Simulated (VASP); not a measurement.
Wanted: the native input for a VASP 6.6.1 run.

```yaml
Task: single point
Functional: PBEsol
Potentials_or_basis: VASP PAW PBE potentials, release 64 (Ni_sv_GW, O)
Cutoff: 700 eV
k_mesh: 12 × 12 × 6
Occupations: gaussian, width 0.05 eV
Spin: no spin polarisation
Dipole_correction: no
Further_INCAR_settings: ALGO = Normal; EDIFF = 1e-06; NBANDS = 22
```

The structure of NiO2 lies in POSCAR:

```
NiO2
1.0
    2.7839850047      0.0000000000      0.0000000000
   -1.3919925024      2.4110017378      0.0000000000
    0.0000000000      0.0000000000      4.9726140668
Ni O
1 2
Direct
    0.0000000000      0.0000000000      0.5000000000
    0.6666666667      0.3333333333      0.6373845568
    0.3333333333      0.6666666667      0.3626154432
```

This cell differs from its parent crystal: atoms shifted along a free coordinate, c/a of the conventional cell at fixed volume 1.7861.

One way to write it, as run:

INCAR

```
SYSTEM = NiO2
ALGO = Normal ; EDIFF = 1E-6
ENCUT = 700 ; GGA = PS
GGA_COMPAT = .False. ; ISIF = 2
ISMEAR = 0 ; LASPH = .True.
LCHARG = .True. ; LELF = .True.
LREAL = .False. ; LVHAR = .True.
LWAVE = .False. ; NBANDS = 22
NELM = 120 ; PREC = Accurate
SIGMA = 0.05
```

KPOINTS

```
k-points
0
Gamma
  12 12 6
  0 0 0
```

Potentials or basis: VASP PAW PBE potentials, release 64 (Ni_sv_GW, O).

Launch:

```bash
$ cat potpaw_PBE.64/Ni_sv_GW/POTCAR potpaw_PBE.64/O/POTCAR > POTCAR
$ mpirun -np 1 vasp_std > vasp.out
```

Results of the run:

```yaml
Pressure: 44.6 GPa
Largest_force: 5.735 eV/Å
Band_gap_on_the_k_mesh: 0.85 eV (least direct gap 1.38 eV)
```

Caveat: the stress differs along the axes, from 37 to 49 GPa; the PAW data sets were made with another functional, which shifts forces and pressure a little; the run has no spin polarisation, though such a crystal can be magnetic.

It took 80 s on 1 thread of Intel(R) Xeon(R) Platinum 8375C CPU @ 2.90GHz (Ice Lake), with other jobs on the host, peak memory 0.27 GiB.
